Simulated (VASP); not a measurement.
Write the native input for VASP 6.6.1 that does the following.

```
Task                   : single point
Functional             : PBE
Potentials or basis    : VASP PAW PBE potentials, release 64 (Ca_sv)
Cutoff                 : 520 eV
k mesh                 : 31 × 31 × 31
Occupations            : fermi-dirac, width 0.0612256 eV
Spin                   : no spin polarisation
Dipole correction      : no
Further INCAR settings : ALGO = Normal; EDIFF = 1e-06; NBANDS = 11
```

The structure of Ca lies in POSCAR:

```
Ca
1.0
    3.5224317090      0.0000000000      0.0000000000
    0.0000000000      3.5224317090      0.0000000000
    0.0000000000      0.0000000000      3.5224317090
Ca
1
Direct
    0.0000000000      0.0000000000      0.0000000000
```

This isn't the form of Ca at room conditions, which is fcc.

The input as run:

INCAR

```
SYSTEM = Ca
PREC = Accurate
ENCUT = 520
EDIFF = 1E-6
ISMEAR = -1
SIGMA = 0.06122561905347299
LREAL = .FALSE.
LASPH = .TRUE.
NELM = 80
ALGO = Normal
ISIF = 2
LWAVE = .FALSE.
LCHARG = .TRUE.
GGA = PE
LELF = .TRUE.
LVHAR = .TRUE.
NBANDS = 11
```

KPOINTS

```
regular mesh
0
G
  31 31 31
  0 0 0
```

Potentials or basis: VASP PAW PBE potentials, release 64 (Ca_sv).

The run is started by

```bash
$ cat potpaw_PBE.64/Ca_sv/POTCAR > POTCAR
$ mpirun -np 1 vasp_std > vasp.out
```

It gave:

```
Pressure               : 0.0 GPa
Band gap on the k mesh : zero (bands 5 and 6 overlap by 1.15 eV)
```

Wall time 120 s on 1 thread of Intel(R) Xeon(R) 6975P-C (Granite Rapids), with other jobs on the host, peak memory 0.47 GiB.
